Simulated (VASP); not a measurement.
Write the native input for VASP 6.6.1 that does the following.

```
Task                   : single point
Functional             : PBE
Potentials or basis    : VASP PAW PBE potentials, release 64 (Al, N)
Cutoff                 : 520 eV
k mesh                 : 15 × 15 × 15
Occupations            : fermi-dirac, width 0.08 eV
Spin                   : no spin polarisation
Dipole correction      : no
Further INCAR settings : ALGO = Normal; EDIFF = 1e-06; NBANDS = 11
```

The structure of AlN (zincblende type) lies in POSCAR:

```
AlN
1.0
    0.0000000000      2.2012261972      2.2012261972
    2.2012261972      0.0000000000      2.2012261972
    2.2012261972      2.2012261972      0.0000000000
Al N
1 1
Direct
    0.0000000000      0.0000000000      0.0000000000
    0.2500000000      0.2500000000      0.2500000000
```

These files were run (other wordings do the same):

INCAR

```
SYSTEM = AlN
PREC = Accurate
ENCUT = 520
EDIFF = 1E-6
ISMEAR = -1
SIGMA = 0.08
LREAL = .FALSE.
LASPH = .TRUE.
NELM = 60
ALGO = Normal
ISIF = 2
LWAVE = .FALSE.
LCHARG = .FALSE.
GGA = PE
NBANDS = 11
```

KPOINTS

```
regular mesh
0
G
  15 15 15
  0 0 0
```

Potentials or basis: VASP PAW PBE potentials, release 64 (Al, N).

Launch:

```bash
$ cat potpaw_PBE.64/Al/POTCAR potpaw_PBE.64/N/POTCAR > POTCAR
$ mpirun -np 1 vasp_std > vasp.out
```

Results of the run:

| Property | Result |
| --- | --- |
| Pressure | -0.2 GPa |
| Band gap on the k mesh | 3.37 eV, indirect (least direct gap 3.99 eV) |

Run time: 41 s on 1 thread of AMD EPYC 7R13 (shared host), peak memory 0.12 GiB.
